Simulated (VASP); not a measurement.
A run of VASP 6.6.1 is set up as follows.

File INCAR:

```
PREC = Accurate
ENCUT = 520
EDIFF = 1E-8
ISMEAR = -1
SIGMA = 0.08
LREAL = False
LASPH = True
NELM = 60
ALGO = Normal
ISIF = 2
LWAVE = False
LCHARG = False
GGA = PE
LEFG = True
NBANDS = 28
```

File KPOINTS:

```
Automatic mesh
0
Gamma
  8 8 5
```

Contents of POSCAR:

```
PbSe
1.0
    5.2170042374      0.0000000000      0.0000000000
   -2.6085021187      4.5180582012      0.0000000000
    0.0000000000      0.0000000000      6.2379148005
Pb Se
2 2
Direct
    0.3333333333      0.6666666667     -0.0620209164
    0.6666666667      0.3333333333      0.4379790836
    0.3333333333      0.6666666667      0.4380209164
    0.6666666667      0.3333333333      0.9380209164
```

Potentials or basis: VASP PAW PBE potentials, release 64 (Pb_d, Se).

The run is started by

```bash
$ cat potpaw_PBE.64/Pb_d/POTCAR potpaw_PBE.64/Se/POTCAR > POTCAR
$ mpirun -np 1 vasp_std > vasp.out
```

What does it give for the pressure?

0.0 GPa.

What does it give for the band gap on the k mesh?

1.61 eV (least direct gap 1.70 eV).

Electric field gradients, principal values (V/Å²):
```tsv
atom	least	middle	greatest (by size)
1 Pb	-15.373	-15.374	30.748
2 Pb	-15.373	-15.374	30.748
3 Se	4.499	4.499	-8.999
4 Se	4.499	4.499	-8.999
```

Caveat: without QUAD_EFG the Cq values of the log hold for a quadrupole moment of 1 mb, not for the nuclei; spin-orbit coupling is left out, which moves the levels of the heavy elements. A k mesh can miss the band edges.
